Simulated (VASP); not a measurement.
Wanted: the native input for a VASP 6.6.1 run.

| Item | Value |
| --- | --- |
| Task | relaxation of cell and atoms |
| Functional | LDA |
| Potentials or basis | VASP PAW LDA potentials, release 64 (Pt) |
| Cutoff | 600 eV |
| k mesh | 11 × 11 × 11 |
| Occupations | fermi-dirac, width 0.1 eV |
| Spin | no spin polarisation |
| Dipole correction | no |
| Further INCAR settings | ALGO = Normal; EDIFF = 1e-06; IBRION = 2; EDIFFG = -0.02; NSW = 80; ISIF = 3 |

The structure of Pt lies in POSCAR:

```
Pt
1.0
    0.0000000000      1.9609000000      1.9609000000
    1.9609000000      0.0000000000      1.9609000000
    1.9609000000      1.9609000000      0.0000000000
Pt
1
Direct
    0.0000000000      0.0000000000      0.0000000000
```

The input as run:

INCAR

```
ALGO = Normal ; EDIFF = 1E-6
EDIFFG = -0.02 ; ENCUT = 600
IBRION = 2 ; ISIF = 3
ISMEAR = -1 ; LASPH = T
LCHARG = F ; LREAL = F
LWAVE = F ; NELM = 60
NSW = 80 ; PREC = Accurate
SIGMA = 0.1
```

KPOINTS

```
k-points
0
Gamma
  11 11 11
```

Potentials or basis: VASP PAW LDA potentials, release 64 (Pt).

The run is started by

```sh
$ cat potpaw_LDA.64/Pt/POTCAR > POTCAR
$ mpirun -np 1 vasp_std > vasp.out
```

It gave:

```
Relaxed volume                        : 14.81 Å³/atom
Relaxed cell                          : a = 2.757 Å, b = 2.757 Å, c = 2.757 Å, α = 60.00°, β = 60.00°, γ = 60.00°
Space group after relaxing (to 0.1 Å) : Fm-3m (No. 225)
Energy gained by relaxing             : 4.7 meV/atom
Ionic steps                           : 3
Pressure after relaxing               : -0.1 GPa
Band gap on the k mesh                : zero (bands 5 and 6 overlap by 2.18 eV)
```

Caveat: spin-orbit coupling is left out, which moves the levels of the heavy elements.

It took 9.6 s on 1 thread of Intel(R) Xeon(R) Platinum 8488C (Sapphire Rapids) (shared host), peak memory 0.15 GiB.
